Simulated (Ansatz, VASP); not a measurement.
# Two plane-wave programs on AlP

```
Al P
1.0
     0.00000    2.85246    2.85246
     2.85246    0.00000    2.85246
     2.85246    2.85246    0.00000
Al P
1 1
Direct
  0.75000 0.75000 0.75000
  0.00000 0.00000 0.00000
```

Alike in both runs: task relaxation of cell and atoms; functional PBE; k mesh 8 × 8 × 8; occupations gaussian, width 0.02 eV; no spin polarisation.

```csv
,VASP,Ansatz
version,VASP 6.6.1,Ansatz 0.2.0
potentials or method,"VASP PAW PBE potentials, release 64 (Al, P), cutoff 500 eV","scalar-relativistic, plane waves, PAW"
valence electrons in the cell,8,8
```

Ansatz gave:

| Item | Value |
| --- | --- |
| gap on the k mesh at the Fermi level, each at its own relaxed structure (eV) | 1.63 |
| relaxed volume (Å³/atom) | 20.89 |
| relaxed cell length with the largest relative difference (Å) | 3.895 |

Problem. Which values does VASP return?

Solution. gap on the k mesh at the Fermi level, each at its own relaxed structure (eV): 1.63; relaxed volume (Å³/atom): 20.86; relaxed cell length with the largest relative difference (Å): 3.893.
